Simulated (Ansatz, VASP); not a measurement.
# ZnO in VASP and in Ansatz

Contents of INCAR:

```
SYSTEM = ZnO
  PREC = Accurate
  ENCUT = 520
  EDIFF = 1E-6
  ISMEAR = 0
  SIGMA = 0.01
  LREAL = .FALSE.
  LASPH = .TRUE.
  NELM = 60
  ALGO = Normal
  ISIF = 2
  LWAVE = .FALSE.
  LCHARG = .FALSE.
  GGA = CA
  NBANDS = 26
```

The input KPOINTS:

```
regular mesh
0
G
  9 9 6
  0 0 0
```

POSCAR

```
ZnO
1.0
    3.2498000000      0.0000000000      0.0000000000
   -1.6249000000      2.8144093572      0.0000000000
    0.0000000000      0.0000000000      5.2066000000
Zn O
2 2
Direct
    0.3333333333      0.6666666667      0.0000000000
    0.6666666667      0.3333333333      0.5000000000
    0.3333333333      0.6666666667      0.3997100000
    0.6666666667      0.3333333333      0.8997100000
```

Input for Ansatz:

```yaml
crystal:
  lattice:
    - [3.2498, 0.0, 0.0]
    - [-1.6249, 2.8144093572, 0.0]
    - [0.0, 0.0, 5.2066]
  atoms:
    - { symbol: Zn, position: [0.3333333333, 0.6666666667, 0.0] }
    - { symbol: Zn, position: [0.6666666667, 0.3333333333, 0.5] }
    - { symbol: O, position: [0.3333333333, 0.6666666667, 0.39971] }
    - { symbol: O, position: [0.6666666667, 0.3333333333, 0.89971] }
scf:
  occupations: { method: fixed }
output:
  eigenvalues: true
  write_density: true
  write_potential: true
  elf: true
  volumetric_format: npy
hamiltonian:
  xc: lda
kpoints:
  mp_grid: { grid: [9, 9, 6] }
```

Alike in both runs: task single point; functional LDA; k mesh 9 × 9 × 6; no spin polarisation.

```csv
,VASP,Ansatz
version,VASP 6.6.1,Ansatz 0.2.0
potentials or method,"VASP PAW LDA potentials, release 64 (Zn, O)","scalar-relativistic, plane waves, PAW"
plane-wave cutoff (eV),520,420
occupations,"gaussian, width 0.01 eV",fixed
valence electrons in the cell,36,36
```

```tsv
	VASP	Ansatz	Ansatz less VASP
gap on the k mesh at the Fermi level (eV)	0.76	0.75	-0.008
least direct gap on the mesh (eV)	0.76	0.75	-0.008
```

LDA's correlation is that of Perdew and Zunger in VASP and of Perdew and Wang (1992) in Ansatz.
